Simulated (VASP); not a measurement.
Mg3Zn, 4 atoms in the cell. Symmetry: Pm-3m, No. 221, cubic system. Conventional cell: a = 4.166 Å, b = 4.166 Å, c = 4.166 Å, α = 90.00°, β = 90.00°, γ = 90.00°. Within 3.9 Å of Mg (site symmetry 4/mmm) lie 8 Mg at 2.95 Å and 4 Zn at 2.95 Å. Zn (site symmetry m-3m) has 12 Mg at 2.95 Å within 3.9 Å. 

* Program: VASP 6.6.1
* Task: single point
* Functional: PBEsol
* Potentials or basis: VASP PAW PBE potentials, release 64 (Mg, Zn)
* Cutoff: 520 eV
* k mesh: 6 × 6 × 6
* Occupations: gaussian, width 0.1 eV
* Spin: no spin polarisation
* Dipole correction: no
* Further INCAR settings: ALGO = Normal; EDIFF = 1e-07; NBANDS = 17

Potentials or basis: VASP PAW PBE potentials, release 64 (Mg, Zn).

The run is started by

```sh
$ cat potpaw_PBE.64/Mg/POTCAR potpaw_PBE.64/Zn/POTCAR > POTCAR
$ mpirun -np 1 vasp_std > vasp.out
```

Hardware: 1 thread of Intel(R) Xeon(R) 6975P-C (Granite Rapids), with other jobs on the host.

Question: How long does it take, and how much memory?

Answer: It took 11 s on 1 thread of Intel(R) Xeon(R) 6975P-C (Granite Rapids) (shared host), peak memory 0.18 GiB. Counts: scf iterations 13, k points 20.
